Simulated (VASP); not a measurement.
# InSb3 (R-3m) in VASP: single point with r2SCAN

Aim: the single point of InSb3 with r2SCAN.

Program: VASP 6.6.1. These are calculated values, not measurements. Logs are shortened: lines on timing, memory, paths and dates and some standing lists are left out, and cuts for length are marked.

## 1. The cell of the first run

Symmetry: R-3m, No. 166, trigonal system. The conventional cell has a = 8.487 Å, b = 8.487 Å, c = 11.465 Å, α = 90.00°, β = 90.00°, γ = 120.00°. In (site symmetry 3m) has 6 Sb at 3.02 to 3.32 Å within 4.0 Å. Sb (site symmetry m) has 2 Sb at 2.50 Å and 1 In at 3.02 Å within 3.3 Å.

## 2. Single point, r2SCAN

Input file POSCAR:

```
InSb3
1.0
    4.2437250921      2.4501158243      3.8215109556
   -4.2437250921      2.4501158243      3.8215109556
    0.0000000000     -4.9002316485      3.8215109557
In Sb
2 6
Direct
    0.2702519928      0.2702519928      0.2702519928
    0.7297480072      0.7297480072      0.7297480072
    0.7982893836      0.2446976881      0.7982893836
    0.7982893836      0.7982893836      0.2446976881
    0.2446976881      0.7982893836      0.7982893836
    0.2017106164      0.7553023119      0.2017106164
    0.7553023119      0.2017106164      0.2017106164
    0.2017106164      0.2017106164      0.7553023119
```

Input file INCAR.step1:

```
PREC     = Accurate       # precision mode
ENCUT    = 520            # plane-wave cutoff, eV
ISMEAR   = 0              # smearing method
SIGMA    = 0.1            # smearing width, eV
LREAL    = False          # projectors in reciprocal space
LASPH    = True           # aspherical terms in the spheres
NELM     = 100            # most SCF steps
NBANDS   = 38             # bands
GGA      = PE             # functional
ALGO     = Normal         # electronic algorithm
EDIFF    = 1E-4           # SCF threshold, eV
LWAVE    = True           # write WAVECAR
LCHARG   = False          # write CHGCAR
```

Input file INCAR.step2:

```
PREC     = Accurate       # precision mode
ENCUT    = 520            # plane-wave cutoff, eV
EDIFF    = 1E-6           # SCF threshold, eV
ISMEAR   = 0              # smearing method
SIGMA    = 0.1            # smearing width, eV
LREAL    = False          # projectors in reciprocal space
LASPH    = True           # aspherical terms in the spheres
NELM     = 100            # most SCF steps
ALGO     = Normal         # electronic algorithm
ISIF     = 2              # what is computed and relaxed
LWAVE    = False          # write WAVECAR
LCHARG   = False          # write CHGCAR
METAGGA  = R2SCAN         # meta-GGA
LMIXTAU  = True         
NBANDS   = 38             # bands
ISTART   = 1
```

Input file KPOINTS:

```
Automatic mesh
0
Gamma
  3 3 3
```

Potentials or basis: VASP PAW PBE potentials, release 64 (In_d, Sb).

Started as:

```console
> cat potpaw_PBE.64/In_d/POTCAR potpaw_PBE.64/Sb/POTCAR > POTCAR
> cp INCAR.step1 INCAR
> mpirun -np 1 vasp_std > vasp.out
> cp INCAR.step2 INCAR
> mpirun -np 1 vasp_std > vasp.out
```

OUTCAR:

```text
PREC = Accurate
   ENCUT = 520
   EDIFF = 1E-6
   ISMEAR = 0
   LREAL = False
   LASPH = True
   NELM = 100
   ISIF = 2
   METAGGA = R2SCAN
   ISTART = 1

 ion  position               nearest neighbor table
   1  0.270  0.270  0.270-   8 3.02   7 3.02   6 3.02   6 3.32   7 3.32   8 3.32
   2  0.730  0.730  0.730-   4 3.02   3 3.02   5 3.02   3 3.32   5 3.32   4 3.32
   3  0.798  0.245  0.798-   7 2.50   8 2.50   2 3.02   2 3.32   7 3.76   8 3.76
   4  0.798  0.798  0.245-   6 2.50   7 2.50   2 3.02   2 3.32   7 3.76   6 3.76
   5  0.245  0.798  0.798-   6 2.50   8 2.50   2 3.02   2 3.32   6 3.76   8 3.76
   6  0.202  0.755  0.202-   5 2.50   4 2.50   1 3.02   1 3.32   5 3.76   4 3.76
   7  0.755  0.202  0.202-   3 2.50   4 2.50   1 3.02   1 3.32   3 3.76   4 3.76
   8  0.202  0.202  0.755-   3 2.50   5 2.50   1 3.02   1 3.32   3 3.76   5 3.76

  LATTYP: Found a trigonal (rhomboedric) cell.
 ALAT       =     6.2141947341
 COS(alpha) =     0.0672725382

  Lattice vectors:

 A1 = (   4.2437250921,   2.4501158243,   3.8215109556)
 A2 = (  -4.2437250921,   2.4501158243,   3.8215109556)
 A3 = (   0.0000000000,  -4.9002316485,   3.8215109557)

Analysis of symmetry for initial positions (statically):
=====================================================================
 Subroutine PRICEL returns:
 Original cell was already a primitive cell.

 Routine SETGRP: Setting up the symmetry group for a
 trigonal (rhombohedral) supercell.

 Subroutine GETGRP returns: Found 12 space group operations
 (whereof 12 operations were pure point group operations)
 out of a pool of 12 trial point group operations.

The static configuration has the point symmetry D_3d.

Analysis of symmetry for dynamics (positions and initial velocities):
=====================================================================
 Subroutine PRICEL returns:
 Original cell was already a primitive cell.

 Routine SETGRP: Setting up the symmetry group for a
 trigonal (rhombohedral) supercell.

 Subroutine GETGRP returns: Found 12 space group operations
 (whereof 12 operations were pure point group operations)
 out of a pool of 12 trial point group operations.

The dynamic configuration has the point symmetry D_3d.

 Subroutine INISYM returns: Found 12 space group operations
 (whereof 12 operations are pure point group operations),
 and found     1 'primitive' translations

----------------------------------------------------------------------------------------

                                     Primitive cell

  volume of cell :     238.4077

  direct lattice vectors                    reciprocal lattice vectors
     4.243725092  2.450115824  3.821510956     0.117821016  0.068023995  0.087225534
    -4.243725092  2.450115824  3.821510956    -0.117821016  0.068023995  0.087225534
     0.000000000 -4.900231649  3.821510956     0.000000000 -0.136047990  0.087225534

  length of vectors
     6.214194734  6.214194734  6.214194734     0.161608630  0.161608630  0.161608630

  position of ions in fractional coordinates (direct lattice)
     0.270251993  0.270251993  0.270251993
     0.729748007  0.729748007  0.729748007
     0.798289384  0.244697688  0.798289384
     0.798289384  0.798289384  0.244697688
     0.244697688  0.798289384  0.798289384
     0.201710616  0.755302312  0.201710616
     0.755302312  0.201710616  0.201710616
     0.201710616  0.201710616  0.755302312

  ion indices of the primitive-cell ions
   primitive index   ion index
                 1           1
                 2           2
                 3           3
                 4           4
                 5           5
                 6           6
                 7           7
                 8           8

----------------------------------------------------------------------------------------

 KPOINTS: Automatic mesh

Automatic generation of k-mesh.
 Grid dimensions read from file:
 generate k-points for:    3    3    3

 Generating k-lattice:

  Cartesian coordinates                     Fractional coordinates (reciprocal lattice)
     0.039273672  0.022674665  0.029075178     0.333333333  0.000000000  0.000000000
    -0.039273672  0.022674665  0.029075178     0.000000000  0.333333333  0.000000000
     0.000000000 -0.045349330  0.029075178     0.000000000  0.000000000  0.333333333

  Length of vectors
     0.053869543  0.053869543  0.053869543

  Shift w.r.t. Gamma in fractional coordinates (k-lattice)
     0.000000000  0.000000000  0.000000000

 Subroutine IBZKPT returns following result:
 ===========================================

 Found      6 irreducible k-points:

 Following reciprocal coordinates:
            Coordinates               Weight
  0.000000  0.000000  0.000000      1.000000
  0.333333  0.000000  0.000000      6.000000
  0.333333  0.333333  0.000000      6.000000
 -0.333333  0.333333  0.000000      6.000000
  0.333333  0.333333  0.333333      2.000000
 -0.333333  0.333333  0.333333      6.000000
   k-points           NKPTS =      6   k-points in BZ     NKDIM =      6   number of bands    NBANDS=     38
   number of dos      NEDOS =    301   number of ions     NIONS =      8
   total plane-waves  NPLWV = 110592
   dimension x,y,z NGX =    48 NGY =   48 NGZ =   48
   dimension x,y,z NGXF=    96 NGYF=   96 NGZF=   96
   ions per type =               2   6
   NGX,Y,Z   is equivalent  to a cutoff of  12.84, 12.84, 12.84 a.u.
   NGXF,Y,Z  is equivalent  to a cutoff of  25.68, 25.68, 25.68 a.u.
 SYSTEM =  unknown system
   PREC   = accura    normal or accurate (medium, high low for compatibility)
   ISTART =      1    job   : 0-new  1-cont  2-samecut
   ICHARG =      0    charge: 1-file 2-atom 10-const
   ISPIN  =      1    spin polarized calculation?
   LNONCOLLINEAR =      F non collinear calculations
   LSORBIT =      F    spin-orbit coupling
   LASPH  =      T    aspherical Exc in radial PAW
   ENCUT  =  520.0 eV  38.22 Ry    6.18 a.u.  11.55 11.55 11.55*2*pi/ulx,y,z
   NELM   =    100;   NELMIN=  2; NELMDL=  0     # of ELM steps
   EDIFF  = 0.1E-05   stopping-criterion for ELM
   LREAL  =      F    real-space projection
   EDIFFG = 0.1E-04   stopping-criterion for IOM
   NSW    =      0    number of steps for IOM
   IBRION =     -1    ionic relax: 0-MD 1-quasi-New 2-CG
   NFREE  =      0    steps in history (QN), initial steepest desc. (CG)
   ISIF   =      2    stress and relaxation
   ISYM   =      2    0-nonsym 1-usesym 2-fastsym
   POTIM  = 0.5000    time-step for ionic-motion
   TEBEG  =    0.0;   TEEND  =   0.0 temperature during run
   PSTRESS=    0.0 pullay stress
   NELECT =      56.0000    total number of electrons
   NUPDOWN=      -1.0000    fix difference up-down
   EMIN   =  10.00;   EMAX   =-10.00  energy-range for DOS
   EFERMI =   0.00;   METHOD = LEGACY
   ISMEAR =     0;   SIGMA  =   0.10  broadening in eV -4-tet -1-fermi 0-gaus
   EFERMI_NEDOS =   21; number of points for ismear=-14 and -15
   IALGO  =     38    algorithm
   IMIX   =      4    mixing-type and parameters
     AMIX     =   0.40;   BMIX     =  1.00
     AMIX_MAG =   1.60;   BMIX_MAG =  1.00
  volume/ion in A,a.u.               =      29.80       201.11
  Fermi-wavevector in a.u.,A,eV,Ry     =   1.010099  1.908811 13.882034  1.020301
  Thomas-Fermi vector in A             =   2.143068
   LORBIT       =      0    0 simple, 1 ext, 2 COOP (PROOUT), +10 PAW based schemes
   METAGGA = R2SCAN    functional components
   LHFCALC =     F    Hartree Fock is set to
   AEXX    =    0.0000 exact exchange contribution
   IVDW    =     0    specifies the selected vdW correction
   LEPSILON=     F    determine dielectric tensor
   LRPA    =     F    only Hartree local field effects (RPA)
 non-spin polarized calculation
 Gauss-broadening in eV      SIGMA  =   0.10
  energy-cutoff  :      520.00
  volume of cell :      238.41
 maximum number of plane-waves:      6447
 NGX is ok and might be reduce to    48
   NGX = 23   NGY = 23   NGZ = 23

 number of electron      55.9999982 magnetization

 Free energy of the ion-electron system (eV)
  ---------------------------------------------------
  ext. energy  EPLUGINS =         0.00000000
  ---------------------------------------------------
  free energy    TOTEN  =      -196.04073037 eV

  energy without entropy =     -196.02619751  energy(sigma->0) =     -196.03346394

 E-fermi :   6.4586     XC(G=0):  -9.9306

 val. band max:        6.4317049861   @ k =   0.3333   0.3333   0.3333
 cond. band min:       6.7164966538   @ k =   0.3333   0.0000   0.0000
 fundamental gap:      0.2847916677
 Fermi energy:         6.4586308334

 k-point     1 :       0.0000    0.0000    0.0000
  band No.  band energies     occupation
      1      -8.5640      2.00000
      2      -8.5640      2.00000
      3      -8.5361      2.00000
      4      -8.5361      2.00000
      5      -8.5079      2.00000
      6      -8.5051      2.00000
[... 30 lines left out ...]
     37      13.2470      0.00000
     38      13.5567      0.00000

 k-point     2 :       0.3333    0.0000    0.0000
  band No.  band energies     occupation
      1      -8.5584      2.00000
      2      -8.5554      2.00000
      3      -8.5402      2.00000
      4      -8.5332      2.00000
      5      -8.5089      2.00000
      6      -8.5073      2.00000
[... 30 lines left out ...]
     37      11.6900      0.00000
     38      11.8741      0.00000

 k-point     3 :       0.3333    0.3333    0.0000
  band No.  band energies     occupation
      1      -8.5580      2.00000
      2      -8.5408      2.00000
      3      -8.5399      2.00000
      4      -8.5318      2.00000
      5      -8.5127      2.00000
      6      -8.5068      2.00000
[... 30 lines left out ...]
     37      11.2104      0.00000
     38      11.4258      0.00000

 k-point     4 :      -0.3333    0.3333    0.0000
  band No.  band energies     occupation
      1      -8.5564      2.00000
      2      -8.5482      2.00000
      3      -8.5364      2.00000
      4      -8.5319      2.00000
      5      -8.5114      2.00000
      6      -8.5064      2.00000
[... 30 lines left out ...]
     37      11.1826      0.00000
     38      11.4005      0.00000

 k-point     5 :       0.3333    0.3333    0.3333
  band No.  band energies     occupation
      1      -8.5403      2.00000
      2      -8.5403      2.00000
      3      -8.5323      2.00000
      4      -8.5323      2.00000
      5      -8.5246      2.00000
      6      -8.5046      2.00000
[... 30 lines left out ...]
     37      10.3287      0.00000
     38      10.3287      0.00000

 k-point     6 :      -0.3333    0.3333    0.3333
  band No.  band energies     occupation
      1      -8.5495      2.00000
      2      -8.5384      2.00000
      3      -8.5337      2.00000
      4      -8.5326      2.00000
      5      -8.5155      2.00000
      6      -8.5059      2.00000
[... 30 lines left out ...]
     37      10.3250      0.00000
     38      10.5654      0.00000

------------------------ aborting loop because EDIFF is reached ----------------------------------------

  FORCE on cell =-STRESS in cart. coord.  units (eV):
  Direction    XX          YY          ZZ          XY          YZ          ZX
  --------------------------------------------------------------------------------------
  -------------------------------------------------------------------------------------
  Total       21.9726878     21.9726878     13.7466098      0.0000000     -0.0000000      0.0000000
  in kB      147.6636331    147.6636331     92.3817046      0.0000000     -0.0000000      0.0000000
  external PRESSURE =     129.2363236 kB  Pullay stress =       0.0000000 kB

 VOLUME and BASIS-vectors are now :
 -----------------------------------------------------------------------------
  energy-cutoff  :      520.00
  volume of cell :      238.41
      direct lattice vectors                 reciprocal lattice vectors
     4.243725092  2.450115824  3.821510956     0.117821016  0.068023995  0.087225534
    -4.243725092  2.450115824  3.821510956    -0.117821016  0.068023995  0.087225534
     0.000000000 -4.900231649  3.821510956     0.000000000 -0.136047990  0.087225534

 POSITION                                       TOTAL-FORCE (eV/Angst)
 -----------------------------------------------------------------------------------
      0.00000      0.00000      3.09831         0.000000      0.000000      0.157505
      0.00000      0.00000      8.36622         0.000000     -0.000000     -0.157505
      2.34929     -1.35636      7.03646        -3.326248      1.920410     -4.012137
      0.00000      2.71273      7.03646         0.000000     -3.840821     -4.012137
     -2.34929     -1.35636      7.03646         3.326248      1.920410     -4.012137
     -2.34929      1.35636      4.42807         3.326248     -1.920410      4.012137
      2.34929      1.35636      4.42807        -3.326248     -1.920410      4.012137
      0.00000     -2.71273      4.42807         0.000000      3.840821      4.012137
 -----------------------------------------------------------------------------------
    total drift:                               -0.000000     -0.000000      0.000000

  FREE ENERGIE OF THE ION-ELECTRON SYSTEM (eV)
  ---------------------------------------------------
  free  energy   TOTEN  =      -196.0407303658 eV

  energy  without entropy=     -196.0261975112  energy(sigma->0) =     -196.03346394
```

Run time: 3.1 min. Hardware: 1 thread of Intel Xeon Platinum 8259CL at 2.50GHz (Skylake/Cascade Lake), shared host; peak memory 0.38 GiB.

What came out:

```yaml
Free_energy: -196.0407 eV
Pressure: 12.9 GPa
Largest_force: 5.554 eV/Å
Band_gap_on_the_k_mesh: zero (band 28 reaches 6.43 eV, above the bottom of band 29 at 6.05 eV)
```

Forces on the atoms (eV/Å):
```
In   0.000  0.000  0.158
In   0.000  0.000 -0.158
Sb  -3.326  1.920 -4.012
Sb   0.000 -3.841 -4.012
Sb   3.326  1.920 -4.012
Sb   3.326 -1.920  4.012
Sb  -3.326 -1.920  4.012
Sb   0.000  3.841  4.012
```

Levels at points of the mesh, in eV from the Fermi level:
| k point | band 24 | band 25 | band 26 | band 27 | band 28 | band 29 | band 30 | band 31 | band 32 | band 33 |
| --- | --- | --- | --- | --- | --- | --- | --- | --- | --- | --- |
| (0.00, 0.00, 0.00) | -2.50 | -1.93 | -1.93 | -1.22 | -0.41 | -0.41 | -0.30 | 2.29 | 2.60 | 2.60 |

Caveat: the PAW data sets were made with another functional, which shifts forces and pressure a little; spin-orbit coupling is left out, which moves the levels of the heavy elements.
